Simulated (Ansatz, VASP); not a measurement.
**One calculation of BaTiO3, two programs**

```xyz
5
Lattice="3.9457 0.0000 0.0000 0.0000 3.9457 0.0000 0.0000 0.0000 3.9637" Properties=species:S:1:pos:R:3 pbc="T T T"
Ba    0.0000    0.0000    0.0000
Ti    1.9729    1.9729    1.9818
O     1.9729    1.9729    0.0000
O     1.9729    0.0000    1.9818
O     0.0000    1.9729    1.9818
```

Change from the starting cell: volume scaled by 0.96, crystal datasets.

Alike in both runs: task electric field gradients; functional PBE; k mesh 7 × 7 × 7; occupations fermi-dirac, width 0.03 eV; no spin polarisation.

|  | VASP | Ansatz |
| --- | --- | --- |
| version | VASP 6.6.1 | Ansatz 0.2.0 |
| potentials or method | VASP PAW PBE potentials, release 64 (Ba_sv, Ti_sv, O), cutoff 520 eV | all-electron PAW with datasets made for the crystal, scalar-relativistic |

Ansatz gave:

```
gap on the k mesh at the Fermi level (eV)                     : 1.95
pressure (GPa)                                                : 9.3
traceless stress, the component that is largest in VASP (GPa) : -0.68
size of Vzz on the site where it differs most (V/Å²)          : 0.7
```

Task: Which values does VASP return?

Result: gap on the k mesh at the Fermi level (eV): 1.88; pressure (GPa): 11.4; traceless stress, the component that is largest in VASP (GPa): -0.71; size of Vzz on the site where it differs most (V/Å²): 0.8.

Ansatz ran all-electron here, and VASP with PAW potentials.

Neither program's run includes spin-orbit coupling.
